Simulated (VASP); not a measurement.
Se:

```
CELL_PARAMETERS angstrom
4.36620 0.00000 0.00000
-2.18310 3.78124 0.00000
0.00000 0.00000 4.95360
ATOMIC_POSITIONS crystal
Se 0.22540 0.00000 0.33333
Se 0.00000 0.22540 0.66667
Se 0.77460 0.77460 0.00000
```

| Item | Value |
| --- | --- |
| Program | VASP 6.6.1 |
| Task | relaxation of cell and atoms |
| Functional | PBEsol |
| Potentials or basis | VASP PAW PBE potentials, release 64 (Se) |
| Cutoff | 600 eV |
| k mesh | 8 × 8 × 8 |
| Occupations | fermi-dirac, width 0.05 eV |
| Spin | no spin polarisation |

At the start: pressure 0.4 GPa; volume 27.26 Å³/atom.

Task: Where does the relaxation end?

Result: Over 20 steps the energy falls by 25.1 meV/atom and the volume is 24.10 Å³/atom (-11.6 %); space group P3_121 (No. 152, to 0.1 Å) before and after.

Step by step:
| step | energy change (eV) | largest force (eV/Å) | pressure (GPa) | volume (Å³) |
| --- | --- | --- | --- | --- |
| 1 | 0.0000 | 0.3326 | 0.36 | 81.78 |
| 2 | -0.0099 | 0.0102 | -1.32 | 82.50 |
| 3 | -0.0102 | 0.0364 | -1.09 | 82.40 |
| 4 | -0.0237 | 0.0428 | -1.00 | 80.98 |
| 5 | -0.0572 | 0.0800 | -0.41 | 76.76 |
| 6 | -0.0533 | 0.1899 | 2.59 | 68.57 |
| 7 | -0.0707 | 0.1484 | 0.64 | 73.21 |
| 8 | -0.0711 | 0.1594 | 0.98 | 72.21 |
| 9 | -0.0750 | 0.0148 | 0.02 | 71.75 |
| 10 | -0.0752 | 0.0158 | 0.19 | 71.84 |
| 11 | -0.0752 | 0.0132 | 0.18 | 71.83 |
| 12 | -0.0754 | 0.0064 | 0.07 | 72.09 |
| 13 | -0.0754 | 0.0001 | -0.03 | 72.33 |
| 14 | -0.0754 | 0.0008 | -0.02 | 72.30 |
| 15 | -0.0754 | 0.0011 | -0.02 | 72.29 |
| 16 | -0.0754 | 0.0025 | 0.00 | 72.29 |
| 17 | -0.0754 | 0.0028 | 0.01 | 72.29 |
| 18 | -0.0754 | 0.0038 | 0.01 | 72.29 |
| 19 | -0.0754 | 0.0034 | 0.01 | 72.29 |
| 20 | -0.0754 | 0.0009 | 0.00 | 72.31 |

Final structure:
```
CELL_PARAMETERS angstrom
4.03463 0.00000 0.00000
-2.01732 3.49409 0.00000
0.00000 0.00000 5.12926
ATOMIC_POSITIONS crystal
Se 0.24946 0.00000 0.33333
Se 0.00000 0.24946 0.66667
Se 0.75054 0.75054 0.00000
```

Caveat: the PAW data sets were made with another functional, which shifts forces and pressure a little.
